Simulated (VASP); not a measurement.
# SrO (Fm-3m) in VASP: a series of runs

Aim: see how the results for SrO move with the level of theory and the settings. Levels: LDA, PBE, r2SCAN. Tasks: single point.

Everything below comes from runs of VASP 6.6.1. Logs are shortened: lines on timing, memory, paths and dates and some standing lists are left out, and cuts for length are marked.

## Step 1: The cell of the first run

It takes space group Fm-3m (No. 225, cubic). The conventional cell has a = 5.168 Å, b = 5.168 Å, c = 5.168 Å, α = 90.00°, β = 90.00°, γ = 90.00°. Within 3.4 Å of Sr (site symmetry m-3m) lie 6 O at 2.58 Å. Within 3.4 Å of O (site symmetry m-3m) lie 6 Sr at 2.58 Å.

## Step 2: Single point, LDA

INCAR reads:

```
  ALGO = Normal
  EDIFF = 1E-7
  ENCUT = 520
  GGA = CA
  ISIF = 2
  ISMEAR = 0
  LASPH = T
  LCHARG = F
  LREAL = F
  LWAVE = F
  NBANDS = 15
  NELM = 80
  PREC = Accurate
  SIGMA = 0.1
```

KPOINTS reads:

```
k-points
0
Gamma
  2 2 2
```

POSCAR reads:

```
SrO
1.0
    0.0000000000      2.5837846888      2.5837846888
    2.5837846888      0.0000000000      2.5837846888
    2.5837846888      2.5837846888      0.0000000000
Sr O
1 1
Direct
    0.5000000000      0.5000000000      0.5000000000
    0.0000000000      0.0000000000      0.0000000000
```

Potentials or basis: VASP PAW LDA potentials, release 64 (Sr_sv, O).

The run is started by

```
cat potpaw_LDA.64/Sr_sv/POTCAR potpaw_LDA.64/O/POTCAR > POTCAR
mpirun -np 1 vasp_std > vasp.out
```

OUTCAR:

```text
EDIFF = 1E-7
   ENCUT = 520
   GGA = CA
   ISIF = 2
   ISMEAR = 0
   LASPH = T
   LREAL = F
   NELM = 80
   PREC = Accurate

 ion  position               nearest neighbor table
   1  0.500  0.500  0.500-   2 2.58   2 2.58   2 2.58   2 2.58   2 2.58   2 2.58
   2  0.000  0.000  0.000-   1 2.58   1 2.58   1 2.58   1 2.58   1 2.58   1 2.58

  LATTYP: Found a face centered cubic cell.
 ALAT       =     5.1675693776

  Lattice vectors:

 A1 = (   0.0000000000,   2.5837846888,   2.5837846888)
 A2 = (   2.5837846888,   0.0000000000,   2.5837846888)
 A3 = (   2.5837846888,   2.5837846888,   0.0000000000)

Analysis of symmetry for initial positions (statically):
=====================================================================
 Subroutine PRICEL returns:
 Original cell was already a primitive cell.

 Routine SETGRP: Setting up the symmetry group for a
 face centered cubic supercell.

 Subroutine GETGRP returns: Found 48 space group operations
 (whereof 48 operations were pure point group operations)
 out of a pool of 48 trial point group operations.

The static configuration has the point symmetry O_h .

Analysis of symmetry for dynamics (positions and initial velocities):
=====================================================================
 Subroutine PRICEL returns:
 Original cell was already a primitive cell.

 Routine SETGRP: Setting up the symmetry group for a
 face centered cubic supercell.

 Subroutine GETGRP returns: Found 48 space group operations
 (whereof 48 operations were pure point group operations)
 out of a pool of 48 trial point group operations.

The dynamic configuration has the point symmetry O_h .

 Subroutine INISYM returns: Found 48 space group operations
 (whereof 48 operations are pure point group operations),
 and found     1 'primitive' translations

----------------------------------------------------------------------------------------

                                     Primitive cell

  volume of cell :      34.4984

  direct lattice vectors                    reciprocal lattice vectors
     0.000000000  2.583784689  2.583784689    -0.193514577  0.193514577  0.193514577
     2.583784689  0.000000000  2.583784689     0.193514577 -0.193514577  0.193514577
     2.583784689  2.583784689  0.000000000     0.193514577  0.193514577 -0.193514577

  length of vectors
     3.654023349  3.654023349  3.654023349     0.335177079  0.335177079  0.335177079

  position of ions in fractional coordinates (direct lattice)
     0.500000000  0.500000000  0.500000000
     0.000000000  0.000000000  0.000000000

  ion indices of the primitive-cell ions
   primitive index   ion index
                 1           1
                 2           2

----------------------------------------------------------------------------------------

 KPOINTS: k-points

Automatic generation of k-mesh.
 Grid dimensions read from file:
 generate k-points for:    2    2    2

 Generating k-lattice:

  Cartesian coordinates                     Fractional coordinates (reciprocal lattice)
    -0.096757288  0.096757288  0.096757288     0.500000000  0.000000000  0.000000000
     0.096757288 -0.096757288  0.096757288     0.000000000  0.500000000  0.000000000
     0.096757288  0.096757288 -0.096757288     0.000000000  0.000000000  0.500000000

  Length of vectors
     0.167588539  0.167588539  0.167588539

  Shift w.r.t. Gamma in fractional coordinates (k-lattice)
     0.000000000  0.000000000  0.000000000

 Subroutine IBZKPT returns following result:
 ===========================================

 Found      3 irreducible k-points:

 Following reciprocal coordinates:
            Coordinates               Weight
  0.000000  0.000000  0.000000      1.000000
  0.500000  0.000000  0.000000      4.000000
  0.500000  0.500000  0.000000      3.000000
   k-points           NKPTS =      3   k-points in BZ     NKDIM =      3   number of bands    NBANDS=     15
   number of dos      NEDOS =    301   number of ions     NIONS =      2
   total plane-waves  NPLWV =  21952
   dimension x,y,z NGX =    28 NGY =   28 NGZ =   28
   dimension x,y,z NGXF=    56 NGYF=   56 NGZF=   56
   ions per type =               1   1
   NGX,Y,Z   is equivalent  to a cutoff of  12.74, 12.74, 12.74 a.u.
   NGXF,Y,Z  is equivalent  to a cutoff of  25.48, 25.48, 25.48 a.u.
 SYSTEM =  unknown system
   PREC   = accura    normal or accurate (medium, high low for compatibility)
   ISTART =      0    job   : 0-new  1-cont  2-samecut
   ICHARG =      2    charge: 1-file 2-atom 10-const
   ISPIN  =      1    spin polarized calculation?
   LNONCOLLINEAR =      F non collinear calculations
   LSORBIT =      F    spin-orbit coupling
   LASPH  =      T    aspherical Exc in radial PAW
   ENCUT  =  520.0 eV  38.22 Ry    6.18 a.u.   6.79  6.79  6.79*2*pi/ulx,y,z
   NELM   =     80;   NELMIN=  2; NELMDL= -5     # of ELM steps
   EDIFF  = 0.1E-06   stopping-criterion for ELM
   LREAL  =      F    real-space projection
   EDIFFG = 0.1E-05   stopping-criterion for IOM
   NSW    =      0    number of steps for IOM
   IBRION =     -1    ionic relax: 0-MD 1-quasi-New 2-CG
   NFREE  =      0    steps in history (QN), initial steepest desc. (CG)
   ISIF   =      2    stress and relaxation
   ISYM   =      2    0-nonsym 1-usesym 2-fastsym
   POTIM  = 0.5000    time-step for ionic-motion
   TEBEG  =    0.0;   TEEND  =   0.0 temperature during run
   PSTRESS=    0.0 pullay stress
   NELECT =      16.0000    total number of electrons
   NUPDOWN=      -1.0000    fix difference up-down
   EMIN   =  10.00;   EMAX   =-10.00  energy-range for DOS
   EFERMI =   0.00;   METHOD = LEGACY
   ISMEAR =     0;   SIGMA  =   0.10  broadening in eV -4-tet -1-fermi 0-gaus
   EFERMI_NEDOS =   21; number of points for ismear=-14 and -15
   IALGO  =     38    algorithm
   IMIX   =      4    mixing-type and parameters
     AMIX     =   0.40;   BMIX     =  1.00
     AMIX_MAG =   1.60;   BMIX_MAG =  1.00
  volume/ion in A,a.u.               =      17.25       116.40
  Fermi-wavevector in a.u.,A,eV,Ry     =   1.267210  2.394679 21.848515  1.605821
  Thomas-Fermi vector in A             =   2.400370
   LORBIT       =      0    0 simple, 1 ext, 2 COOP (PROOUT), +10 PAW based schemes
   GGA     = CA    functional components
   LHFCALC =     F    Hartree Fock is set to
   AEXX    =    0.0000 exact exchange contribution
   IVDW    =     0    specifies the selected vdW correction
   LEPSILON=     F    determine dielectric tensor
   LRPA    =     F    only Hartree local field effects (RPA)
 non-spin polarized calculation
 Gauss-broadening in eV      SIGMA  =   0.10
  energy-cutoff  :      520.00
  volume of cell :       34.50
 maximum number of plane-waves:       941
 NGX is ok and might be reduce to    28
   NGX = 13   NGY = 13   NGZ = 13

 number of electron      15.9999998 magnetization

 Free energy of the ion-electron system (eV)
  ---------------------------------------------------
  ext. energy  EPLUGINS =         0.00000000
  ---------------------------------------------------
  free energy    TOTEN  =       -13.14778797 eV

  energy without entropy =      -13.14778797  energy(sigma->0) =      -13.14778797

 E-fermi :   1.9981     XC(G=0): -10.4370

 val. band max:        1.5067339001   @ k =   0.0000   0.0000   0.0000
 cond. band min:       4.3745634138   @ k =   0.5000   0.5000   0.0000
 fundamental gap:      2.8678295136
 Fermi energy:         1.9980771526

 k-point     1 :       0.0000    0.0000    0.0000
  band No.  band energies     occupation
      1     -30.9327      2.00000
      2     -13.2269      2.00000
      3     -12.6673      2.00000
      4     -12.6673      2.00000
      5     -12.6673      2.00000
      6       1.5067      2.00000
      7       1.5067      2.00000
      8       1.5067      2.00000
      9       5.0108      0.00000
     10       7.3250      0.00000
     11       7.3250      0.00000
     12       7.3250      0.00000
     13       9.5170      0.00000
     14       9.5170      0.00000
     15      13.6591      0.00000

 k-point     2 :       0.5000    0.0000    0.0000
  band No.  band energies     occupation
      1     -30.7984      2.00000
      2     -14.9931      2.00000
      3     -12.7507      2.00000
      4     -12.7507      2.00000
      5     -11.2045      2.00000
      6      -0.7966      2.00000
      7       0.3343      2.00000
      8       0.3343      2.00000
      9       7.7472      0.00000
     10       9.4424      0.00000
     11       9.9937      0.00000
     12       9.9937      0.00000
     13      13.0902      0.00000
     14      13.0902      0.00000
     15      15.7252      0.00000

 k-point     3 :       0.5000    0.5000    0.0000
  band No.  band energies     occupation
      1     -30.7592      2.00000
      2     -13.6186      2.00000
      3     -13.1801      2.00000
      4     -13.0300      2.00000
      5     -13.0300      2.00000
      6       1.0077      2.00000
      7       1.3996      2.00000
      8       1.3996      2.00000
      9       4.3746      0.00000
     10       8.9348      0.00000
     11      11.3348      0.00000
     12      11.3993      0.00000
     13      12.2479      0.00000
     14      12.2479      0.00000
     15      14.5767      0.00000

------------------------ aborting loop because EDIFF is reached ----------------------------------------

  FORCE on cell =-STRESS in cart. coord.  units (eV):
  Direction    XX          YY          ZZ          XY          YZ          ZX
  --------------------------------------------------------------------------------------
  -------------------------------------------------------------------------------------
  Total       -0.9468882     -0.9468882     -0.9468882      0.0000000      0.0000000     -0.0000000
  in kB      -43.9754521    -43.9754521    -43.9754521      0.0000000      0.0000000     -0.0000000
  external PRESSURE =     -43.9754521 kB  Pullay stress =       0.0000000 kB

 VOLUME and BASIS-vectors are now :
 -----------------------------------------------------------------------------
  energy-cutoff  :      520.00
  volume of cell :       34.50
      direct lattice vectors                 reciprocal lattice vectors
     0.000000000  2.583784689  2.583784689    -0.193514577  0.193514577  0.193514577
     2.583784689  0.000000000  2.583784689     0.193514577 -0.193514577  0.193514577
     2.583784689  2.583784689  0.000000000     0.193514577  0.193514577 -0.193514577

 POSITION                                       TOTAL-FORCE (eV/Angst)
 -----------------------------------------------------------------------------------
      2.58378      2.58378      2.58378         0.000000      0.000000      0.000000
      0.00000      0.00000      0.00000        -0.000000      0.000000     -0.000000
 -----------------------------------------------------------------------------------
    total drift:                                0.000000      0.000000      0.000000

  FREE ENERGIE OF THE ION-ELECTRON SYSTEM (eV)
  ---------------------------------------------------
  free  energy   TOTEN  =       -13.1477879664 eV

  energy  without entropy=      -13.1477879664  energy(sigma->0) =      -13.14778797
```

It took 2.2 s on 1 thread of Intel Xeon Platinum 8488C (Sapphire Rapids), shared host; peak memory 0.13 GiB.

What came out:

```
Free energy            : -13.1478 eV
Pressure               : -4.4 GPa
Band gap on the k mesh : 2.87 eV, indirect (least direct gap 2.98 eV)
```

Levels at points of the mesh, in eV from the valence-band top:
| k point | band 6 | band 7 | band 8 | band 9 | band 10 | band 11 |
| --- | --- | --- | --- | --- | --- | --- |
| (0.00, 0.00, 0.00) | 0.00 | 0.00 | 0.00 | 3.50 | 5.82 | 5.82 |
| (0.50, 0.00, 0.00) | -2.30 | -1.17 | -1.17 | 6.24 | 7.94 | 8.49 |
| (0.50, 0.50, 0.00) | -0.50 | -0.11 | -0.11 | 2.87 | 7.43 | 9.83 |

Caveat: the k points lie up to 1.05 Å⁻¹ apart.

## Step 3: Single point, PBE

INCAR reads:

```
SYSTEM = SrO
ALGO     = Normal         ! electronic algorithm
EDIFF    = 1E-6           ! SCF threshold, eV
ENCUT    = 520            ! plane-wave cutoff, eV
GGA      = PE             ! functional
ISIF     = 2              ! what is computed and relaxed
ISMEAR   = 0              ! smearing method
LASPH    = .TRUE.         ! aspherical terms in the spheres
LCHARG   = .TRUE.         ! write CHGCAR
LELF     = .TRUE.         ! ELF
LREAL    = .FALSE.        ! projectors in reciprocal space
LVHAR    = .TRUE.       
LWAVE    = .FALSE.        ! write WAVECAR
NBANDS   = 15             ! bands
NELM     = 60             ! most SCF steps
PREC     = Accurate       ! precision mode
SIGMA    = 0.1            ! smearing width, eV
```

KPOINTS reads:

```
k-points
0
G
  3 3 3
  0 0 0
```

POSCAR reads:

```
SrO
1.0
    0.0000000000      2.5837846888      2.5837846888
    2.5837846888      0.0000000000      2.5837846888
    2.5837846888      2.5837846888      0.0000000000
Sr O
1 1
Direct
    0.7970000000      1.2640000000      1.3850000000
    0.2970000000      0.7640000000      0.8850000000
```

Potentials or basis: VASP PAW PBE potentials, release 64 (Sr_sv, O).

The run is started by

```
cat potpaw_PBE.64/Sr_sv/POTCAR potpaw_PBE.64/O/POTCAR > POTCAR
mpirun -np 1 vasp_std > vasp.out
```

OUTCAR:

```text
SYSTEM = SrO
   EDIFF = 1E-6
   ENCUT = 520
   GGA = PE
   ISIF = 2
   ISMEAR = 0
   LASPH = .TRUE.
   LREAL = .FALSE.
   NELM = 60
   PREC = Accurate

 ion  position               nearest neighbor table
   1  0.797  0.264  0.385-   2 2.58   2 2.58   2 2.58   2 2.58   2 2.58   2 2.58
   2  0.297  0.764  0.885-   1 2.58   1 2.58   1 2.58   1 2.58   1 2.58   1 2.58

  LATTYP: Found a face centered cubic cell.
 ALAT       =     5.1675693776

  Lattice vectors:

 A1 = (   0.0000000000,   2.5837846888,   2.5837846888)
 A2 = (   2.5837846888,   0.0000000000,   2.5837846888)
 A3 = (   2.5837846888,   2.5837846888,   0.0000000000)

Analysis of symmetry for initial positions (statically):
=====================================================================
 Subroutine PRICEL returns:
 Original cell was already a primitive cell.

 Routine SETGRP: Setting up the symmetry group for a
 face centered cubic supercell.

 Subroutine GETGRP returns: Found 48 space group operations
 (whereof  1 operations were pure point group operations)
 out of a pool of 48 trial point group operations.

The static configuration has the point symmetry C_1 .
 The point group associated with its full space group is O_h .

Analysis of symmetry for dynamics (positions and initial velocities):
=====================================================================
 Subroutine PRICEL returns:
 Original cell was already a primitive cell.

 Routine SETGRP: Setting up the symmetry group for a
 face centered cubic supercell.

 Subroutine GETGRP returns: Found 48 space group operations
 (whereof  1 operations were pure point group operations)
 out of a pool of 48 trial point group operations.

The dynamic configuration has the point symmetry C_1 .
 The point group associated with its full space group is O_h .

 Subroutine INISYM returns: Found 48 space group operations
 (whereof  1 operations are pure point group operations),
 and found     1 'primitive' translations

[... 102 lines left out ...]
   LEPSILON=     F    determine dielectric tensor
   LRPA    =     F    only Hartree local field effects (RPA)
 non-spin polarized calculation
 Gauss-broadening in eV      SIGMA  =   0.10
  energy-cutoff  :      520.00
  volume of cell :       34.50
 maximum number of plane-waves:       941
   NGX = 13   NGY = 13   NGZ = 13

 number of electron      16.0000001 magnetization

 Free energy of the ion-electron system (eV)
  ---------------------------------------------------
  ext. energy  EPLUGINS =         0.00000000
  ---------------------------------------------------
  free energy    TOTEN  =       -12.02558733 eV

  energy without entropy =      -12.02558733  energy(sigma->0) =      -12.02558733

 E-fermi :   2.1631     XC(G=0):  -9.9500

 val. band max:        1.6293451410   @ k =   0.0000   0.0000   0.0000
 cond. band min:       5.3760935027   @ k =   0.3333   0.3333   0.0000
 fundamental gap:      3.7467483617
 Fermi energy:         2.1631130395

 k-point     1 :       0.0000    0.0000    0.0000
  band No.  band energies     occupation
      1     -30.8551      2.00000
      2     -13.4404      2.00000
      3     -12.5075      2.00000
      4     -12.5075      2.00000
      5     -12.5075      2.00000
      6       1.6293      2.00000
      7       1.6293      2.00000
      8       1.6293      2.00000
      9       5.4833      0.00000
     10       7.7712      0.00000
     11       7.7712      0.00000
     12       7.7712      0.00000
     13       9.9043      0.00000
     14       9.9043      0.00000
[... 41 lines left out ...]
      2     -14.4252      2.00000
      3     -13.1605      2.00000
      4     -12.7019      2.00000
      5     -11.8248      2.00000
      6       0.3147      2.00000
      7       0.8361      2.00000
      8       1.1244      2.00000
      9       7.2495      0.00000
     10       8.7387      0.00000
     11      10.4464      0.00000
     12      11.0566      0.00000
     13      12.7806      0.00000
     14      14.2133      0.00000
     15      16.4243      0.00000

------------------------ aborting loop because EDIFF is reached ----------------------------------------

  FORCE on cell =-STRESS in cart. coord.  units (eV):
  Direction    XX          YY          ZZ          XY          YZ          ZX
  --------------------------------------------------------------------------------------
  -------------------------------------------------------------------------------------
  Total        0.4486208      0.4486208      0.4486208      0.0000000     -0.0000000      0.0000000
  in kB       20.8348796     20.8348796     20.8348796      0.0000000     -0.0000000      0.0000000
  external PRESSURE =      20.8348796 kB  Pullay stress =       0.0000000 kB

 VOLUME and BASIS-vectors are now :
 -----------------------------------------------------------------------------
  energy-cutoff  :      520.00
  volume of cell :       34.50
      direct lattice vectors                 reciprocal lattice vectors
     0.000000000  2.583784689  2.583784689    -0.193514577  0.193514577  0.193514577
     2.583784689  0.000000000  2.583784689     0.193514577 -0.193514577  0.193514577
     2.583784689  2.583784689  0.000000000     0.193514577  0.193514577 -0.193514577

 POSITION                                       TOTAL-FORCE (eV/Angst)
 -----------------------------------------------------------------------------------
      1.67688      3.05403      2.74140         0.000000      0.000000      0.000000
      4.26066      3.05403      2.74140        -0.000000     -0.000000     -0.000000
 -----------------------------------------------------------------------------------
    total drift:                                0.000001     -0.000007      0.000014

  FREE ENERGIE OF THE ION-ELECTRON SYSTEM (eV)
  ---------------------------------------------------
  free  energy   TOTEN  =       -12.0255873286 eV

  energy  without entropy=      -12.0255873286  energy(sigma->0) =      -12.02558733
```

Run time: 4 s. Hardware: 1 thread of Intel Xeon Platinum 8488C (Sapphire Rapids), shared host; peak memory 0.15 GiB.

Results:

| Quantity | Value |
| --- | --- |
| Free energy | -12.0256 eV |
| Pressure | 2.1 GPa |
| Band gap on the k mesh | 3.75 eV, indirect (least direct gap 3.85 eV) |

Caveat: the k points lie up to 0.70 Å⁻¹ apart. A k mesh can miss the band edges.

(Part 1 of 2 ends here.)
